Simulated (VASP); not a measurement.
Here is a VASP 6.6.1 calculation.

Contents of INCAR:

```
SYSTEM = IrRh2
PREC = Accurate
ENCUT = 500
EDIFF = 1E-6
ISMEAR = -1
SIGMA = 0.15
LREAL = .FALSE.
LASPH = .TRUE.
NELM = 120
ALGO = Normal
ISIF = 2
LWAVE = .FALSE.
LCHARG = .TRUE.
GGA = PE
LELF = .TRUE.
LVHAR = .TRUE.
NBANDS = 48
GGA_COMPAT = .FALSE.
```

KPOINTS

```
Automatic mesh
0
G
  18 18 4
  0 0 0
```

The input POSCAR:

```
IrRh2
1.0
    2.7358454063      0.0000000000      0.0000000000
   -1.3679227032      2.3693116227      0.0000000000
    0.0000000000      0.0000000000     13.2326106896
Ir Rh
2 4
Direct
    0.3333333333      0.6666666667      0.2500000000
    0.6666666667      0.3333333333      0.7500000000
    0.3333333333      0.6666666667      0.9161171681
    0.3333333333      0.6666666667      0.5838828319
    0.6666666667      0.3333333333      0.0838828319
    0.6666666667      0.3333333333      0.4161171681
```

Potentials or basis: VASP PAW PBE potentials, release 64 (Ir, Rh_pv).

Command:

```sh
$ cat potpaw_PBE.64/Ir/POTCAR potpaw_PBE.64/Rh_pv/POTCAR > POTCAR
$ mpirun -np 1 vasp_std > vasp.out
```

**Question.** Estimate the band gap on the k mesh.

**Answer.** Zero (bands 39 and 40 overlap by 2.21 eV).

**Question.** Estimate the pressure.

**Answer.** 0.2 GPa.

Forces on the atoms (eV/Å):
```
Ir   0.000  0.000  0.000
Ir   0.000  0.000  0.000
Rh   0.000  0.000  0.022
Rh   0.000  0.000 -0.022
Rh   0.000  0.000 -0.022
Rh   0.000  0.000  0.022
```

Caveat: the highest band is partly filled, so the run has too few bands; spin-orbit coupling is left out, which moves the levels of the heavy elements.
